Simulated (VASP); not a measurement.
Input of a VASP 6.6.1 run:

Contents of INCAR:

```
ALGO = Normal
EDIFF = 1E-6
ENCUT = 520
GGA = PE
ISIF = 2
ISMEAR = 0
LASPH = True
LCHARG = True
LELF = True
LREAL = False
LVHAR = True
LWAVE = False
NBANDS = 29
NELM = 80
PREC = Accurate
SIGMA = 0.1
```

The input KPOINTS:

```
k-points
0
Gamma
  4 4 2
```

Contents of POSCAR:

```
MgBCl5
1.0
    4.6087989956      0.0000000000      0.0000000000
    0.0000000000      4.6087989956      0.0000000000
    0.0000000000      0.0000000000      6.9105483901
Mg B Cl
1 1 5
Direct
    0.0000000000      0.0000000000      0.0000000000
    0.5000000000      0.5000000000      0.5000000000
    0.5000000000      0.0000000000      0.7941332517
    0.5000000000      0.0000000000      0.2058667483
    0.0000000000      0.5000000000      0.7941332517
    0.0000000000      0.5000000000      0.2058667483
    0.0000000000      0.0000000000      0.5000000000
```

Potentials or basis: VASP PAW PBE potentials, release 64 (Mg, B, Cl).

The run is started by

```bash
$ cat potpaw_PBE.64/Mg/POTCAR potpaw_PBE.64/B/POTCAR potpaw_PBE.64/Cl/POTCAR > POTCAR
$ mpirun -np 1 vasp_std > vasp.out
```

Problem. What does it give for the band gap on the k mesh?

Solution. Zero (bands 20 and 21 overlap by 0.59 eV).

Problem. Estimate the pressure.

Solution. -0.1 GPa.

Problem. Estimate the largest force.

Solution. 0.015 eV/Å.

Forces in eV/Å, atoms in the order of the input:
```
Mg   0.000  0.000  0.000
B    0.000  0.000  0.000
Cl   0.000  0.000  0.015
Cl   0.000  0.000 -0.015
Cl   0.000  0.000  0.015
Cl   0.000  0.000 -0.015
Cl   0.000  0.000  0.000
```

Caveat: the k points lie up to 0.45 Å⁻¹ apart, too coarse for converged energies and pressures of a metal.
